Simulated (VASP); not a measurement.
# Si (a cell with a defect) in VASP: further runs

Si (a cell with a defect) is run at these levels: LDA; tasks: single point.

All numbers are computed with VASP 6.6.1; they aren't measurements. Logs are shortened: lines on timing, memory, paths and dates and some standing lists are left out, and cuts for length are marked.

**1. The cell of the first run**

The cell holds a defect, 15 atoms: a = 7.640 Å, b = 7.640 Å, c = 7.640 Å, α = 60.00°, β = 60.00°, γ = 60.00°.

**2. Single point, LDA**

Input file INCAR:

```
SYSTEM = Si
PREC     = Accurate       ! precision mode
ENCUT    = 520            ! plane-wave cutoff, eV
EDIFF    = 1E-7           ! SCF threshold, eV
ISMEAR   = 0              ! smearing method
SIGMA    = 0.02           ! smearing width, eV
LREAL    = Auto         
LASPH    = .True.         ! aspherical terms in the spheres
NELM     = 80             ! most SCF steps
ALGO     = Normal         ! electronic algorithm
ISIF     = 2              ! what is computed and relaxed
LWAVE    = .False.        ! write WAVECAR
LCHARG   = .True.         ! write CHGCAR
LELF     = .True.         ! ELF
LVHAR    = .True.       
NELECT   = 62.0         
NBANDS   = 43             ! bands
```

Input file KPOINTS:

```
Automatic mesh
0
Gamma
  3 3 3
  0 0 0
```

Input file POSCAR:

```
Si
1.0
    0.0000000000      5.4019422852     -5.4019422852
    5.4019422852      5.4019422852      0.0000000000
    5.4019422852      0.0000000000     -5.4019422852
Si
15
Direct
    0.0828444616      0.1390518373      0.1390518373
    0.1234929891      0.6234929627      0.1295210062
    0.6390518109      0.1390518373      0.1390518373
    0.6390518109      0.5828444352      0.1390518373
    0.1234929891      0.1295210062      0.6234929627
    0.1234929891      0.6234929627      0.6234929627
    0.6390518109      0.1390518373      0.5828444352
    0.6295209798      0.6234929627      0.6234929627
    0.2565492978      0.7565492714      0.2434506758
    0.2565492978      0.2434506758      0.2434506758
    0.7434507420      0.7565491788      0.2434507684
    0.2499999868      0.7499999604      0.7499999604
    0.2565492978      0.2434506758      0.7565492714
    0.7434506494      0.7565492714      0.7565492714
    0.7434507420      0.2434507684      0.7565491788
```

Potentials or basis: VASP PAW LDA potentials, release 64 (Si).

On the command line:

```bash
> cat potpaw_LDA.64/Si/POTCAR > POTCAR
> mpirun -np 1 vasp_std > vasp.out
```

OUTCAR:

```text
SYSTEM = Si
   PREC = Accurate
   ENCUT = 520
   EDIFF = 1E-7
   ISMEAR = 0
   LREAL = Auto
   LASPH = .True.
   NELM = 80
   ISIF = 2
   NELECT = 62.0

 ion  position               nearest neighbor table
   1  0.083  0.139  0.139-  10 2.41   9 2.41  13 2.41
   2  0.123  0.623  0.130-  12 2.37  11 2.37  10 2.37   9 2.37
   3  0.639  0.139  0.139-  10 2.41  11 2.41  15 2.41
   4  0.639  0.583  0.139-   9 2.41  14 2.41  11 2.41
   5  0.123  0.130  0.623-  12 2.37  15 2.37  10 2.37  13 2.37
   6  0.123  0.623  0.623-  12 2.37   9 2.37  13 2.37  14 2.37
   7  0.639  0.139  0.583-  13 2.41  14 2.41  15 2.41
   8  0.630  0.623  0.623-  12 2.37  11 2.37  15 2.37  14 2.37
   9  0.257  0.757  0.243-   6 2.37   2 2.37   4 2.41   1 2.41
  10  0.257  0.243  0.243-   2 2.37   5 2.37   3 2.41   1 2.41
  11  0.743  0.757  0.243-   8 2.37   2 2.37   4 2.41   3 2.41
  12  0.250  0.750  0.750-   8 2.37   6 2.37   2 2.37   5 2.37
  13  0.257  0.243  0.757-   6 2.37   5 2.37   7 2.41   1 2.41
  14  0.743  0.757  0.757-   8 2.37   6 2.37   7 2.41   4 2.41
  15  0.743  0.243  0.757-   8 2.37   5 2.37   7 2.41   3 2.41

  LATTYP: Found a face centered cubic cell.
 ALAT       =    10.8038845704

  Lattice vectors:

 A1 = (   0.0000000000,   5.4019422852,  -5.4019422852)
 A2 = (   5.4019422852,   5.4019422852,   0.0000000000)
 A3 = (   5.4019422852,   0.0000000000,  -5.4019422852)

Analysis of symmetry for initial positions (statically):
=====================================================================
 Subroutine PRICEL returns:
 Original cell was already a primitive cell.

 Routine SETGRP: Setting up the symmetry group for a
 face centered cubic supercell.

 Subroutine GETGRP returns: Found 24 space group operations
 (whereof  4 operations were pure point group operations)
 out of a pool of 48 trial point group operations.

The static configuration has the point symmetry C_2v.
 The point group associated with its full space group is T_d .

Analysis of symmetry for dynamics (positions and initial velocities):
=====================================================================
 Subroutine PRICEL returns:
 Original cell was already a primitive cell.

 Routine SETGRP: Setting up the symmetry group for a
 face centered cubic supercell.

 Subroutine GETGRP returns: Found 24 space group operations
 (whereof  4 operations were pure point group operations)
 out of a pool of 48 trial point group operations.

The dynamic configuration has the point symmetry C_2v.
 The point group associated with its full space group is T_d .

 Subroutine INISYM returns: Found 24 space group operations
 (whereof  4 operations are pure point group operations),
 and found     1 'primitive' translations

----------------------------------------------------------------------------------------

                                     Primitive cell

  volume of cell :     315.2679

  direct lattice vectors                    reciprocal lattice vectors
     0.000000000  5.401942285 -5.401942285    -0.092559301  0.092559301 -0.092559301
     5.401942285  5.401942285  0.000000000     0.092559301  0.092559301  0.092559301
     5.401942285  0.000000000 -5.401942285     0.092559301 -0.092559301 -0.092559301

  length of vectors
     7.639500043  7.639500043  7.639500043     0.160317411  0.160317411  0.160317411

  position of ions in fractional coordinates (direct lattice)
     0.082844462  0.139051837  0.139051837
     0.123492989  0.623492963  0.129521006
     0.639051811  0.139051837  0.139051837
     0.639051811  0.582844435  0.139051837
     0.123492989  0.129521006  0.623492963
     0.123492989  0.623492963  0.623492963
     0.639051811  0.139051837  0.582844435
     0.629520980  0.623492963  0.623492963
     0.256549298  0.756549271  0.243450676
     0.256549298  0.243450676  0.243450676
     0.743450742  0.756549179  0.243450768
     0.249999987  0.749999960  0.749999960
     0.256549298  0.243450676  0.756549271
     0.743450649  0.756549271  0.756549271
     0.743450742  0.243450768  0.756549179

  ion indices of the primitive-cell ions
   primitive index   ion index
                 1           1
                 2           2
                 3           3
                 4           4
                 5           5
                 6           6
                 7           7
                 8           8
                 9           9
                10          10
                11          11
                12          12
                13          13
                14          14
                15          15

----------------------------------------------------------------------------------------

 KPOINTS: Automatic mesh

Automatic generation of k-mesh.
 Grid dimensions read from file:
 generate k-points for:    3    3    3

 Generating k-lattice:

  Cartesian coordinates                     Fractional coordinates (reciprocal lattice)
    -0.030853100  0.030853100 -0.030853100     0.333333333  0.000000000  0.000000000
     0.030853100  0.030853100  0.030853100     0.000000000  0.333333333  0.000000000
     0.030853100 -0.030853100 -0.030853100     0.000000000  0.000000000  0.333333333

  Length of vectors
     0.053439137  0.053439137  0.053439137

  Shift w.r.t. Gamma in fractional coordinates (k-lattice)
     0.000000000  0.000000000  0.000000000

 Subroutine IBZKPT returns following result:
 ===========================================

 Found      4 irreducible k-points:

 Following reciprocal coordinates:
            Coordinates               Weight
  0.000000  0.000000  0.000000      1.000000
  0.333333  0.000000  0.000000      8.000000
  0.333333  0.333333  0.000000      6.000000
 -0.333333  0.333333  0.000000     12.000000
   k-points           NKPTS =      4   k-points in BZ     NKDIM =      4   number of bands    NBANDS=     43
   number of dos      NEDOS =    301   number of ions     NIONS =     15
   total plane-waves  NPLWV = 216000
   dimension x,y,z NGX =    60 NGY =   60 NGZ =   60
   dimension x,y,z NGXF=   120 NGYF=  120 NGZF=  120
   ions per type =              15
   NGX,Y,Z   is equivalent  to a cutoff of  13.06, 13.06, 13.06 a.u.
   NGXF,Y,Z  is equivalent  to a cutoff of  26.11, 26.11, 26.11 a.u.
 SYSTEM =  Si
   PREC   = accura    normal or accurate (medium, high low for compatibility)
   ISTART =      0    job   : 0-new  1-cont  2-samecut
   ICHARG =      2    charge: 1-file 2-atom 10-const
   ISPIN  =      1    spin polarized calculation?
   LNONCOLLINEAR =      F non collinear calculations
   LSORBIT =      F    spin-orbit coupling
   LASPH  =      T    aspherical Exc in radial PAW
   ENCUT  =  520.0 eV  38.22 Ry    6.18 a.u.  14.20 14.20 14.20*2*pi/ulx,y,z
   NELM   =     80;   NELMIN=  2; NELMDL= -5     # of ELM steps
   EDIFF  = 0.1E-06   stopping-criterion for ELM
   LREAL  =      T    real-space projection
   EDIFFG = 0.1E-05   stopping-criterion for IOM
   NSW    =      0    number of steps for IOM
   IBRION =     -1    ionic relax: 0-MD 1-quasi-New 2-CG
   NFREE  =      0    steps in history (QN), initial steepest desc. (CG)
   ISIF   =      2    stress and relaxation
   ISYM   =      2    0-nonsym 1-usesym 2-fastsym
   POTIM  = 0.5000    time-step for ionic-motion
   TEBEG  =    0.0;   TEEND  =   0.0 temperature during run
   PSTRESS=    0.0 pullay stress
   NELECT =      62.0000    total number of electrons
   NUPDOWN=      -1.0000    fix difference up-down
   EMIN   =  10.00;   EMAX   =-10.00  energy-range for DOS
   EFERMI =   0.00;   METHOD = LEGACY
   ISMEAR =     0;   SIGMA  =   0.02  broadening in eV -4-tet -1-fermi 0-gaus
   EFERMI_NEDOS =   21; number of points for ismear=-14 and -15
   IALGO  =     38    algorithm
   IMIX   =      4    mixing-type and parameters
     AMIX     =   0.40;   BMIX     =  1.00
     AMIX_MAG =   1.60;   BMIX_MAG =  1.00
  volume/ion in A,a.u.               =      21.02       141.84
  Fermi-wavevector in a.u.,A,eV,Ry     =   0.952019  1.799054 12.331498  0.906340
  Thomas-Fermi vector in A             =   2.080543
   LORBIT       =      0    0 simple, 1 ext, 2 COOP (PROOUT), +10 PAW based schemes
   GGA     = CA    functional components
   LHFCALC =     F    Hartree Fock is set to
   AEXX    =    0.0000 exact exchange contribution
   IVDW    =     0    specifies the selected vdW correction
   LEPSILON=     F    determine dielectric tensor
   LRPA    =     F    only Hartree local field effects (RPA)
 non-spin polarized calculation
 Gauss-broadening in eV      SIGMA  =   0.02
  energy-cutoff  :      520.00
  volume of cell :      315.27
 maximum number of plane-waves:      8492
 NGX is ok and might be reduce to    60
   NGX = 29   NGY = 29   NGZ = 29

 number of electron      62.0000000 magnetization

 Free energy of the ion-electron system (eV)
  ---------------------------------------------------
  ext. energy  EPLUGINS =         0.00000000
  ---------------------------------------------------
  free energy    TOTEN  =       -74.97914439 eV

  energy without entropy =      -74.97578296  energy(sigma->0) =      -74.97746368

 E-fermi :   5.9612     XC(G=0):  -9.5863

 val. band max:        5.8583130237   @ k =   0.0000   0.0000   0.0000
 cond. band min:       5.9739767972   @ k =   0.0000   0.0000   0.0000
 fundamental gap:      0.1156637735
 Fermi energy:         5.9611927111

 k-point     1 :       0.0000    0.0000    0.0000
  band No.  band energies     occupation
      1      -6.4709      2.00000
      2      -4.1770      2.00000
      3      -4.1770      2.00000
      4      -4.1770      2.00000
      5      -3.6605      2.00000
      6      -2.4055      2.00000
[... 35 lines left out ...]
     42       8.0557      0.00000
     43       8.0654      0.00000

 k-point     2 :       0.3333    0.0000    0.0000
  band No.  band energies     occupation
      1      -6.1239      2.00000
      2      -5.0513      2.00000
      3      -4.0361      2.00000
      4      -4.0361      2.00000
      5      -3.7994      2.00000
      6      -3.3996      2.00000
[... 35 lines left out ...]
     42       8.2097      0.00000
     43       8.7342      0.00000

 k-point     3 :       0.3333    0.3333    0.0000
  band No.  band energies     occupation
      1      -6.0000      2.00000
      2      -4.7038      2.00000
      3      -4.4156      2.00000
      4      -4.4156      2.00000
      5      -4.3104      2.00000
      6      -3.6895      2.00000
[... 35 lines left out ...]
     42       8.3008      0.00000
     43       8.6684      0.00000

 k-point     4 :      -0.3333    0.3333    0.0000
  band No.  band energies     occupation
      1      -5.6057      2.00000
      2      -5.2211      2.00000
      3      -5.0101      2.00000
      4      -4.2389      2.00000
      5      -3.9326      2.00000
      6      -3.1880      2.00000
[... 35 lines left out ...]
     42       9.0316      0.00000
     43       9.1604      0.00000

------------------------ aborting loop because EDIFF is reached ----------------------------------------

  FORCE on cell =-STRESS in cart. coord.  units (eV):
  Direction    XX          YY          ZZ          XY          YZ          ZX
  --------------------------------------------------------------------------------------
  -------------------------------------------------------------------------------------
  Total        9.2410053      9.2410053      9.2410053      0.0000000     -0.0000000     -0.0000000
  in kB       46.9623678     46.9623678     46.9623678      0.0000000     -0.0000000     -0.0000000
  external PRESSURE =      46.9623678 kB  Pullay stress =       0.0000000 kB

 VOLUME and BASIS-vectors are now :
 -----------------------------------------------------------------------------
  energy-cutoff  :      520.00
  volume of cell :      315.27
      direct lattice vectors                 reciprocal lattice vectors
     0.000000000  5.401942285 -5.401942285    -0.092559301  0.092559301 -0.092559301
     5.401942285  5.401942285  0.000000000     0.092559301  0.092559301  0.092559301
     5.401942285  0.000000000 -5.401942285     0.092559301 -0.092559301 -0.092559301

 POSITION                                       TOTAL-FORCE (eV/Angst)
 -----------------------------------------------------------------------------------
      1.50230      1.19867     -1.19867         0.006230     -0.006230      0.006230
      4.06774      4.03517     -1.36677        -0.012242      0.012242      0.012242
      1.50230      4.20327     -4.20327         0.006230      0.006230     -0.006230
      3.89964      6.60061     -4.20327        -0.006230     -0.006230     -0.006230
      4.06774      1.36677     -4.03517        -0.012242     -0.012242     -0.012242
      6.73615      4.03517     -4.03517         0.012242      0.012242     -0.012242
      3.89964      4.20327     -6.60061        -0.006230      0.006230      0.006230
      6.73615      6.76871     -6.76871         0.012242     -0.012242      0.012242
      5.40194      5.47270     -2.70097        -0.000000     -0.011616      0.000000
      2.63021      2.70097     -2.70097         0.011616     -0.000000      0.000000
      5.40194      8.10291     -5.33119        -0.000000     -0.000000     -0.011616
      8.10291      5.40194     -5.40194        -0.000000     -0.000000      0.000000
      5.40194      2.70097     -5.47270        -0.000000     -0.000000      0.011616
      8.17367      8.10291     -8.10291        -0.011616     -0.000000      0.000000
      5.40194      5.33119     -8.10291        -0.000000      0.011616      0.000000
 -----------------------------------------------------------------------------------
    total drift:                                0.000395      0.000236     -0.000174

  FREE ENERGIE OF THE ION-ELECTRON SYSTEM (eV)
  ---------------------------------------------------
  free  energy   TOTEN  =       -74.9791443903 eV

  energy  without entropy=      -74.9757829611  energy(sigma->0) =      -74.97746368
```

It took 1.9 min on 1 thread of AMD EPYC 7R43 (Zen 3), shared host; peak memory 0.3 GiB.

What came out:

```
Free energy   : -74.9791 eV
Largest force : 0.021 eV/Å
```

Forces in eV/Å, atoms in the order of the input:
```
Si   0.006 -0.006  0.006
Si  -0.012  0.012  0.012
Si   0.006  0.006 -0.006
Si  -0.006 -0.006 -0.006
Si  -0.012 -0.012 -0.012
Si   0.012  0.012 -0.012
Si  -0.006  0.006  0.006
Si   0.012 -0.012  0.012
Si   0.000 -0.012  0.000
Si   0.012  0.000  0.000
Si   0.000  0.000 -0.012
Si   0.000  0.000  0.000
Si   0.000  0.000  0.012
Si  -0.012  0.000  0.000
Si   0.000  0.012  0.000
```

Caveat: the cell carries a net charge on a neutralising background, which shifts energy and pressure; the cell is charged against a uniform background, so pressure and absolute levels hang on convention.

(Part 1 of 2 ends here.)
